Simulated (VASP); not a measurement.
Crystal: MgGe3N.

```xyz
5
Lattice="3.4000 0.0000 0.0000 -1.7000 2.9445 0.0000 0.0000 0.0000 8.5500" Properties=species:S:1:pos:R:3 pbc="T T T"
Mg    0.0000    0.0000    0.0000
Ge    0.0000    1.9630    2.8472
Ge    1.7000    0.9815    4.3520
Ge    0.0000    0.0000    5.8482
N     0.0000    1.9630    0.8978
```

| Property | Result |
| --- | --- |
| Program | VASP 6.6.1 |
| Task | relaxation of cell and atoms |
| Functional | PBE |
| Potentials or basis | VASP PAW PBE potentials, release 64 (Mg, Ge_d, N) |
| Cutoff | 600 eV |
| k mesh | 5 × 5 × 2 |
| Occupations | gaussian, width 0.2 eV |
| Spin | no spin polarisation |

At the start: pressure 6.0 GPa; volume 17.12 Å³/atom.

Problem. Where does the relaxation end?

Solution. Over 14 steps the energy falls by 210.0 meV/atom and the volume is 18.81 Å³/atom (+9.9 %); space group P3m1 (No. 156, to 0.1 Å) before and after.

Step by step:
| step | energy change (eV) | largest force (eV/Å) | pressure (GPa) | volume (Å³) |
| --- | --- | --- | --- | --- |
| 1 | 0.0000 | 4.5803 | 6.01 | 85.60 |
| 2 | -0.5371 | 5.6990 | 4.23 | 93.62 |
| 3 | -0.7581 | 2.0637 | 2.76 | 90.99 |
| 4 | -0.9362 | 1.2159 | -1.97 | 96.20 |
| 5 | -0.9366 | 1.2665 | -2.06 | 96.47 |
| 6 | -1.0205 | 0.4056 | -0.94 | 96.37 |
| 7 | -1.0205 | 0.4242 | -0.90 | 96.37 |
| 8 | -1.0377 | 0.2221 | -0.32 | 94.92 |
| 9 | -1.0379 | 0.2669 | -0.24 | 94.73 |
| 10 | -1.0445 | 0.2022 | 0.42 | 93.89 |
| 11 | -1.0450 | 0.2022 | 0.54 | 93.58 |
| 12 | -1.0487 | 0.1119 | 0.16 | 93.75 |
| 13 | -1.0488 | 0.1200 | 0.22 | 93.73 |
| 14 | -1.0498 | 0.0779 | 0.07 | 94.03 |

Final structure:
```cif
data_structure
_symmetry_space_group_name_H-M 'P 1'
_symmetry_Int_Tables_number 1
_cell_length_a 3.5572
_cell_length_b 3.5572
_cell_length_c 8.5809
_cell_angle_alpha 90.000
_cell_angle_beta 90.000
_cell_angle_gamma 120.000
_cell_volume 94.03
loop_
_atom_site_label
_atom_site_type_symbol
_atom_site_fract_x
_atom_site_fract_y
_atom_site_fract_z
_atom_site_occupancy
Mg1 Mg 0.00000 0.00000 0.02538 1
Ge1 Ge 0.33333 0.66667 0.30092 1
Ge2 Ge 0.66667 0.33333 0.51862 1
Ge3 Ge 0.00000 0.00000 0.69655 1
N1 N 0.33333 0.66667 0.08952 1
```

Caveat: the k points lie up to 0.41 Å⁻¹ apart in the final cell, too coarse for converged energies and pressures of a metal; an odd number of electrons without spin polarisation forces a metal; a magnetic or distorted state may lie lower; the relaxation stopped at a loose force limit of 0.08 eV/Å, so its end isn't a converged minimum.
